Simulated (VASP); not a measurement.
# Ga3Se (Pm-3m) in VASP: notebook

The runs below take Ga3Se through relaxation of cell and atoms, single point, with PBE, PBE-based screened hybrid with 50 % exact exchange, PBE-based screened hybrid with 15 % exact exchange.

All numbers are computed with VASP 6.6.1; they aren't measurements. Logs are shortened: lines on timing, memory, paths and dates and some standing lists are left out, and cuts for length are marked.

## 1. The cell of the first run

It takes space group Pm-3m (No. 221, cubic). Conventional cell: a = 4.432 Å, b = 4.432 Å, c = 4.432 Å, α = 90.00°, β = 90.00°, γ = 90.00°. Within 4.1 Å of Se (site symmetry m-3m) lie 12 Ga at 3.13 Å. Ga (site symmetry 4/mmm) has 4 Se at 3.13 Å and 8 Ga at 3.13 Å within 4.1 Å.

## 2. Relaxation of cell and atoms, PBE, target pressure 2 GPa, at which the enthalpy is minimised

File INCAR:

```
  PREC = Accurate
  ENCUT = 600
  EDIFF = 1E-7
  ISMEAR = -1
  SIGMA = 0.05
  LREAL = F
  LASPH = T
  NELM = 80
  ALGO = Normal
  ISIF = 3
  LWAVE = F
  LCHARG = F
  GGA = PE
  IBRION = 2
  NSW = 60
  EDIFFG = -0.01
  PSTRESS = 20.0
```

File KPOINTS:

```
Automatic mesh
0
Gamma
  6 6 6
```

File POSCAR:

```
Ga3Se
1.0
    4.4324650000      0.0000000000      0.0000000000
    0.0000000000      4.4324650000      0.0000000000
    0.0000000000      0.0000000000      4.4324650000
Se Ga
1 3
Direct
    0.0000000000      0.0000000000      0.0000000000
    0.5000000000      0.5000000000      0.0000000000
    0.5000000000      0.0000000000      0.5000000000
    0.0000000000      0.5000000000      0.5000000000
```

Potentials or basis: VASP PAW PBE potentials, release 64 (Se, Ga_d).

Launch:

```
$ cat potpaw_PBE.64/Se/POTCAR potpaw_PBE.64/Ga_d/POTCAR > POTCAR
$ mpirun -np 1 vasp_std > vasp.out
```

OUTCAR:

```text
PREC = Accurate
   ENCUT = 600
   EDIFF = 1E-7
   ISMEAR = -1
   LREAL = F
   LASPH = T
   NELM = 80
   ISIF = 3
   GGA = PE
   IBRION = 2
   NSW = 60
   EDIFFG = -0.01
   PSTRESS = 20.0

 ion  position               nearest neighbor table
   1  0.000  0.000  0.000-
   2  0.500  0.500  0.000-
   3  0.500  0.000  0.500-
   4  0.000  0.500  0.500-

  LATTYP: Found a simple cubic cell.
 ALAT       =     4.4324650000

  Lattice vectors:

 A1 = (   4.4324650000,   0.0000000000,   0.0000000000)
 A2 = (   0.0000000000,   4.4324650000,   0.0000000000)
 A3 = (   0.0000000000,   0.0000000000,   4.4324650000)

Analysis of symmetry for initial positions (statically):
=====================================================================
 Subroutine PRICEL returns:
 Original cell was already a primitive cell.

 Routine SETGRP: Setting up the symmetry group for a
 simple cubic supercell.

 Subroutine GETGRP returns: Found 48 space group operations
 (whereof 48 operations were pure point group operations)
 out of a pool of 48 trial point group operations.

The static configuration has the point symmetry O_h .

Analysis of symmetry for dynamics (positions and initial velocities):
=====================================================================
 Subroutine PRICEL returns:
 Original cell was already a primitive cell.

 Routine SETGRP: Setting up the symmetry group for a
 simple cubic supercell.

 Subroutine GETGRP returns: Found 48 space group operations
 (whereof 48 operations were pure point group operations)
 out of a pool of 48 trial point group operations.

The dynamic configuration has the point symmetry O_h .

 Subroutine INISYM returns: Found 48 space group operations
 (whereof 48 operations are pure point group operations),
 and found     1 'primitive' translations

----------------------------------------------------------------------------------------

                                     Primitive cell

  volume of cell :      87.0835

  direct lattice vectors                    reciprocal lattice vectors
     4.432465000  0.000000000  0.000000000     0.225608098  0.000000000  0.000000000
     0.000000000  4.432465000  0.000000000     0.000000000  0.225608098  0.000000000
     0.000000000  0.000000000  4.432465000     0.000000000  0.000000000  0.225608098

  length of vectors
     4.432465000  4.432465000  4.432465000     0.225608098  0.225608098  0.225608098

  position of ions in fractional coordinates (direct lattice)
     0.000000000  0.000000000  0.000000000
     0.500000000  0.500000000  0.000000000
     0.500000000  0.000000000  0.500000000
     0.000000000  0.500000000  0.500000000

  ion indices of the primitive-cell ions
   primitive index   ion index
                 1           1
                 2           2
                 3           3
                 4           4

----------------------------------------------------------------------------------------

 KPOINTS: Automatic mesh

Automatic generation of k-mesh.
 Grid dimensions read from file:
 generate k-points for:    6    6    6

 Generating k-lattice:

  Cartesian coordinates                     Fractional coordinates (reciprocal lattice)
     0.037601350  0.000000000  0.000000000     0.166666667  0.000000000  0.000000000
     0.000000000  0.037601350  0.000000000     0.000000000  0.166666667  0.000000000
     0.000000000  0.000000000  0.037601350     0.000000000  0.000000000  0.166666667

  Length of vectors
     0.037601350  0.037601350  0.037601350

  Shift w.r.t. Gamma in fractional coordinates (k-lattice)
     0.000000000  0.000000000  0.000000000

 Subroutine IBZKPT returns following result:
 ===========================================

 Found     20 irreducible k-points:

 Following reciprocal coordinates:
            Coordinates               Weight
  0.000000  0.000000  0.000000      1.000000
  0.166667  0.000000  0.000000      6.000000
  0.333333  0.000000  0.000000      6.000000
  0.500000  0.000000  0.000000      3.000000
  0.166667  0.166667  0.000000     12.000000
  0.333333  0.166667  0.000000     24.000000
[... 12 lines left out ...]
  0.500000  0.500000  0.333333      6.000000
  0.500000  0.500000  0.500000      1.000000
   k-points           NKPTS =     20   k-points in BZ     NKDIM =     20   number of bands    NBANDS=     27
   number of dos      NEDOS =    301   number of ions     NIONS =      4
   total plane-waves  NPLWV =  46656
   dimension x,y,z NGX =    36 NGY =   36 NGZ =   36
   dimension x,y,z NGXF=    72 NGYF=   72 NGZF=   72
   ions per type =               1   3
   NGX,Y,Z   is equivalent  to a cutoff of  13.50, 13.50, 13.50 a.u.
   NGXF,Y,Z  is equivalent  to a cutoff of  27.00, 27.00, 27.00 a.u.
 SYSTEM =  unknown system
   PREC   = accura    normal or accurate (medium, high low for compatibility)
   ISTART =      0    job   : 0-new  1-cont  2-samecut
   ICHARG =      2    charge: 1-file 2-atom 10-const
   ISPIN  =      1    spin polarized calculation?
   LNONCOLLINEAR =      F non collinear calculations
   LSORBIT =      F    spin-orbit coupling
   LASPH  =      T    aspherical Exc in radial PAW
   ENCUT  =  600.0 eV  44.10 Ry    6.64 a.u.   8.85  8.85  8.85*2*pi/ulx,y,z
   NELM   =     80;   NELMIN=  2; NELMDL= -5     # of ELM steps
   EDIFF  = 0.1E-06   stopping-criterion for ELM
   LREAL  =      F    real-space projection
   EDIFFG = -.1E-01   stopping-criterion for IOM
   NSW    =     60    number of steps for IOM
   IBRION =      2    ionic relax: 0-MD 1-quasi-New 2-CG
   NFREE  =      1    steps in history (QN), initial steepest desc. (CG)
   ISIF   =      3    stress and relaxation
   ISYM   =      2    0-nonsym 1-usesym 2-fastsym
   POTIM  = 0.5000    time-step for ionic-motion
   TEBEG  =    0.0;   TEEND  =   0.0 temperature during run
   PSTRESS=   20.0 pullay stress
   NELECT =      45.0000    total number of electrons
   NUPDOWN=      -1.0000    fix difference up-down
   EMIN   =  10.00;   EMAX   =-10.00  energy-range for DOS
   EFERMI =   0.00;   METHOD = LEGACY
   ISMEAR =    -1;   SIGMA  =   0.05  broadening in eV -4-tet -1-fermi 0-gaus
   EFERMI_NEDOS =   21; number of points for ismear=-14 and -15
   IALGO  =     38    algorithm
   IMIX   =      4    mixing-type and parameters
     AMIX     =   0.40;   BMIX     =  1.00
     AMIX_MAG =   1.60;   BMIX_MAG =  1.00
  volume/ion in A,a.u.               =      21.77       146.92
  Fermi-wavevector in a.u.,A,eV,Ry     =   1.313713  2.482557 23.481488  1.725841
  Thomas-Fermi vector in A             =   2.444016
   LORBIT       =      0    0 simple, 1 ext, 2 COOP (PROOUT), +10 PAW based schemes
   GGA     = PE    functional components
   LHFCALC =     F    Hartree Fock is set to
   AEXX    =    0.0000 exact exchange contribution
   IVDW    =     0    specifies the selected vdW correction
   LEPSILON=     F    determine dielectric tensor
   LRPA    =     F    only Hartree local field effects (RPA)
 conjugate gradient relaxation of ions
 non-spin polarized calculation
  energy-cutoff  :      600.00
  volume of cell :       87.08
 maximum number of plane-waves:      2945
 NGX is ok and might be reduce to    36
   NGX = 17   NGY = 17   NGZ = 17

--------------------------------------- Ionic step        1  -------------------------------------------

 number of electron      44.9999944 magnetization

 Free energy of the ion-electron system (eV)
  ---------------------------------------------------
  ext. energy  EPLUGINS =         0.00000000
  ---------------------------------------------------
  free energy    TOTEN  =       -12.42303729 eV

  energy without entropy =      -12.41220356  energy(sigma->0) =      -12.41762042

------------------------ aborting loop because EDIFF is reached ----------------------------------------

  FORCE on cell =-STRESS in cart. coord.  units (eV):
  Direction    XX          YY          ZZ          XY          YZ          ZX
  --------------------------------------------------------------------------------------
  -------------------------------------------------------------------------------------
  Total       -0.2982907     -0.2982907     -0.2982907     -0.0000000      0.0000000      0.0000000
  in kB       -5.4880033     -5.4880033     -5.4880033     -0.0000000      0.0000000      0.0000000
  external PRESSURE =     -25.4880033 kB  Pullay stress =      20.0000000 kB

 VOLUME and BASIS-vectors are now :
 -----------------------------------------------------------------------------
  energy-cutoff  :      600.00
  volume of cell :       87.08
      direct lattice vectors                 reciprocal lattice vectors
     4.432465000  0.000000000  0.000000000     0.225608098  0.000000000  0.000000000
     0.000000000  4.432465000  0.000000000     0.000000000  0.225608098  0.000000000
     0.000000000  0.000000000  4.432465000     0.000000000  0.000000000  0.225608098

 POSITION                                       TOTAL-FORCE (eV/Angst)
 -----------------------------------------------------------------------------------
      0.00000      0.00000      0.00000         0.000000      0.000000      0.000000
      2.21623      2.21623      0.00000         0.000000      0.000000      0.000000
      2.21623      0.00000      2.21623         0.000000      0.000000      0.000000
      0.00000      2.21623      2.21623         0.000000      0.000000      0.000000
 -----------------------------------------------------------------------------------
    total drift:                                0.000000      0.000000      0.000000

  FREE ENERGIE OF THE ION-ELECTRON SYSTEM (eV)
  ---------------------------------------------------
  free  energy   TOTEN  =       -12.4230372852 eV
[... 28 lines left out ...]
 POSITION                                       TOTAL-FORCE (eV/Angst)
 -----------------------------------------------------------------------------------
      0.00000      0.00000      0.00000        -0.000000     -0.000000      0.000000
      2.17920      2.17920     -0.00000        -0.000000     -0.000000      0.000000
      2.17920      0.00000      2.17920         0.000000      0.000000      0.000000
      0.00000      2.17920      2.17920         0.000000      0.000000      0.000000
 -----------------------------------------------------------------------------------
    total drift:                                0.000000      0.000000      0.000000

  FREE ENERGIE OF THE ION-ELECTRON SYSTEM (eV)
  ---------------------------------------------------
  free  energy   TOTEN  =       -12.4105738498 eV

  energy  without entropy=      -12.4008010175  energy(sigma->0) =      -12.40568743

  enthalpy is  TOTEN    =       -11.3770929083 eV   P V=        1.0334809415

--------------------------------------- Ionic step        3  -------------------------------------------

 number of electron      45.0000038 magnetization

 Free energy of the ion-electron system (eV)
  ---------------------------------------------------
  ext. energy  EPLUGINS =         0.00000000
  ---------------------------------------------------
  free energy    TOTEN  =       -12.40250179 eV

  energy without entropy =      -12.39271995  energy(sigma->0) =      -12.39761087

 E-fermi :   5.1655     XC(G=0): -10.5509

 val. band max:        5.0720279573   @ k =   0.3333   0.1667   0.1667
 cond. band min:       5.2679063536   @ k =   0.1667   0.1667   0.0000
 fundamental gap:      0.1958783962
 Fermi energy:         5.1654786617

 k-point     1 :       0.0000    0.0000    0.0000
  band No.  band energies     occupation
      1      -9.9241      2.00000
      2      -9.8828      2.00000
      3      -9.8828      2.00000
      4      -9.8828      2.00000
      5      -9.8237      2.00000
      6      -9.8237      2.00000
[... 19 lines left out ...]
     26       9.7317      0.00000
     27       9.7317      0.00000
[... 581 lines left out ...]
 VOLUME and BASIS-vectors are now :
 -----------------------------------------------------------------------------
  energy-cutoff  :      600.00
  volume of cell :       82.07
      direct lattice vectors                 reciprocal lattice vectors
     4.345755872  0.000000000  0.000000000     0.230109567  0.000000000 -0.000000000
    -0.000000000  4.345755872 -0.000000000    -0.000000000  0.230109567 -0.000000000
     0.000000000  0.000000000  4.345755872    -0.000000000  0.000000000  0.230109567

 POSITION                                       TOTAL-FORCE (eV/Angst)
 -----------------------------------------------------------------------------------
      0.00000      0.00000      0.00000        -0.000000     -0.000000      0.000000
      2.17288      2.17288     -0.00000        -0.000000     -0.000000      0.000000
      2.17288      0.00000      2.17288         0.000000      0.000000      0.000000
      0.00000      2.17288      2.17288         0.000000     -0.000000      0.000000
 -----------------------------------------------------------------------------------
    total drift:                                0.000000      0.000000      0.000000

  FREE ENERGIE OF THE ION-ELECTRON SYSTEM (eV)
  ---------------------------------------------------
  free  energy   TOTEN  =       -12.4025017857 eV

  energy  without entropy=      -12.3927199548  energy(sigma->0) =      -12.39761087

  enthalpy is  TOTEN    =       -11.3779937002 eV   P V=        1.0245080855

 reached required accuracy - stopping structural energy minimisation
```

Run time: 53 s. Hardware: 1 thread of Intel Xeon 6975P-C (Granite Rapids), shared host; peak memory 0.23 GiB.

Results:

* Free energy: -12.4025 eV
* Relaxed volume: 20.52 Å³/atom
* Relaxed cell: a = 4.346 Å, b = 4.346 Å, c = 4.346 Å, α = 90.00°, β = 90.00°, γ = 90.00°
* Space group after relaxing (to 0.1 Å): Pm-3m (No. 221)
* Energy change on relaxing (the run minimises the enthalpy): +5.1 meV/atom
* Ionic steps: 3
* Pressure after relaxing: 2.0 GPa
* Band gap on the k mesh: zero (an odd number of electrons rules out a gap without spin polarisation)

Step by step:
```tsv
step	energy change (eV)	largest force (eV/Å)	pressure (GPa)	volume (Å³)
1	0.0000	0.0000	-0.55	87.08
2	0.0125	0.0000	1.57	82.79
3	0.0205	0.0000	2.01	82.07
```

Final structure:
```
Se Ga
1.0
     4.34576    0.00000    0.00000
     0.00000    4.34576    0.00000
     0.00000    0.00000    4.34576
Se Ga
1 3
Direct
  0.00000 0.00000 0.00000
  0.50000 0.50000 0.00000
  0.50000 0.00000 0.50000
  0.00000 0.50000 0.50000
```

Caveat: the cell is relaxed towards a set pressure, so the run minimises the enthalpy, not the energy.

(Continued in part 2 of 3.)

The gap in the log of VASP goes by the Fermi energy; the results here count the filled bands.